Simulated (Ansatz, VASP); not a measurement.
## One calculation of Ca, two programs

INCAR

```
SYSTEM = Ca
ALGO     = Normal         ! electronic algorithm
EDIFF    = 1E-6           ! SCF threshold, eV
EDIFFG   = -0.01          ! ionic threshold
ENCUT    = 600            ! plane-wave cutoff, eV
GGA      = PS             ! functional
IBRION   = 2              ! ionic algorithm
ISIF     = 3              ! what is computed and relaxed
ISMEAR   = -1             ! smearing method
LASPH    = .True.         ! aspherical terms in the spheres
LCHARG   = .False.        ! write CHGCAR
LREAL    = .False.        ! projectors in reciprocal space
LWAVE    = .False.        ! write WAVECAR
NELM     = 80             ! most SCF steps
NSW      = 80             ! ionic steps
PREC     = Accurate       ! precision mode
SIGMA    = 0.05           ! smearing width, eV
```

File KPOINTS:

```
k-points
0
Gamma
  8 8 8
  0 0 0
```

POSCAR

```
Ca
1.0
   -2.2400000000      2.2400000000      2.2400000000
    2.2400000000     -2.2400000000      2.2400000000
    2.2400000000      2.2400000000     -2.2400000000
Ca
1
Direct
    0.0000000000      0.0000000000      0.0000000000
```

Contents of input.yaml:

```yaml
crystal:
  lattice:
    - [-2.24, 2.24, 2.24]
    - [2.24, -2.24, 2.24]
    - [2.24, 2.24, -2.24]
  atoms:
    - { symbol: Ca, position: [0.0, 0.0, 0.0] }
kpoints:
  mp_grid: { grid: [8, 8, 8] }
scf:
  occupations: { method: fermi_dirac, width: 0.05 }
hamiltonian:
  xc: pbesol
  pseudopotentials: { kind: all_electron, lapw: { basis_error: 0.001 } }
output:
  forces: true
  stress: true
relax:
  f_tol: 0.01
  max_steps: 60
  cell: {}
```

Alike in both runs: task relaxation of cell and atoms; functional PBEsol; k mesh 8 × 8 × 8; occupations fermi-dirac, width 0.05 eV; no spin polarisation.

|  | VASP | Ansatz |
| --- | --- | --- |
| version | VASP 6.6.1 | Ansatz 0.2.0 |
| potentials or method | VASP PAW PBE potentials, release 64 (Ca_sv), cutoff 600 eV | all-electron LAPW, scalar-relativistic |

VASP gave:

```
relaxed volume (Å³/atom)                                     : 40.53
relaxed cell length with the largest relative difference (Å) : 3.748
```

Problem. Which values does Ansatz return?

Solution. Relaxed volume (Å³/atom): 40.40; relaxed cell length with the largest relative difference (Å): 3.744.

VASP's potentials were made for PBE, not for PBEsol. Ansatz ran all-electron here, and VASP with PAW potentials.
